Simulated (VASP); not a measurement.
Here is a VASP 6.6.1 calculation.

The input INCAR:

```
SYSTEM = Zr2Si3
PREC     = Accurate       ! precision mode
ENCUT    = 520            ! plane-wave cutoff, eV
EDIFF    = 1E-6           ! SCF threshold, eV
ISMEAR   = 0              ! smearing method
SIGMA    = 0.1            ! smearing width, eV
LREAL    = .False.        ! projectors in reciprocal space
LASPH    = .True.         ! aspherical terms in the spheres
NELM     = 80             ! most SCF steps
ALGO     = Normal         ! electronic algorithm
ISIF     = 2              ! what is computed and relaxed
LWAVE    = .False.        ! write WAVECAR
LCHARG   = .False.        ! write CHGCAR
GGA      = PE             ! functional
NBANDS   = 26             ! bands
```

File KPOINTS:

```
Automatic mesh
0
Gamma
  10 10 6
  0 0 0
```

POSCAR

```
Zr2Si3
1.0
    3.7318569988      0.0000000000      0.0000000000
    0.0000000000      3.7318569988      0.0000000000
    0.0000000000      0.0000000000      6.5790575762
Zr Si
2 3
Direct
    0.5000000000      0.0000000000      0.3474112059
    0.0000000000      0.5000000000      0.6525887941
    0.0000000000      0.5000000000      0.2315735634
    0.5000000000      0.0000000000      0.7684264366
    0.5000000000      0.5000000000      0.0000000000
```

Potentials or basis: VASP PAW PBE potentials, release 64 (Zr_sv, Si).

Command:

```bash
$ cat potpaw_PBE.64/Zr_sv/POTCAR potpaw_PBE.64/Si/POTCAR > POTCAR
$ mpirun -np 1 vasp_std > vasp.out
```

**Question.** Predict the pressure.

**Answer.** 0.0 GPa.

**Question.** Estimate the band gap on the k mesh.

**Answer.** Zero (bands 18 and 19 overlap by 0.38 eV).

Forces in eV/Å, atoms in the order of the input:
```
Zr   0.000  0.000  0.004
Zr   0.000  0.000 -0.004
Si   0.000  0.000 -0.008
Si   0.000  0.000  0.008
Si   0.000  0.000  0.000
```
